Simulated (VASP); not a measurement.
Crystal: Ge.

```xyz
1
Lattice="2.7491 0.0000 0.0000 0.0000 2.7491 0.0000 0.0000 0.0000 2.7491" Properties=species:S:1:pos:R:3 pbc="T T T"
Ge    0.0000    0.0000    0.0000
```

This isn't the form of Ge at room conditions, which is diamond.

```yaml
Program: VASP 6.6.1
Task: relaxation of cell and atoms
Functional: r2SCAN
Potentials_or_basis: VASP PAW PBE potentials, release 64 (Ge_d)
Cutoff: 600 eV
k_mesh: 11 × 11 × 11
Occupations: fermi-dirac, width 0.1 eV
Spin: no spin polarisation
```

At the start: pressure -4.8 GPa; volume 20.78 Å³/atom.

Problem. Where does the relaxation end?

Solution. Over 3 steps the energy falls by 25.3 meV/atom and the volume is 19.23 Å³/atom (-7.5 %); space group Pm-3m (No. 221, to 0.1 Å) before and after.

The path:
| step | energy change (eV) | largest force (eV/Å) | pressure (GPa) | volume (Å³) |
| --- | --- | --- | --- | --- |
| 1 | 0.0000 | 0.0000 | -4.83 | 20.78 |
| 2 | -0.0243 | 0.0000 | 1.18 | 18.95 |
| 3 | -0.0253 | 0.0000 | 0.06 | 19.23 |

Final structure:
```
Ge
1.0
     2.67907    0.00000    0.00000
     0.00000    2.67907    0.00000
     0.00000    0.00000    2.67907
Ge
1
Cartesian
  0.0000 0.0000 0.0000
```

Caveat: the PAW data sets were made with another functional, which shifts forces and pressure a little.
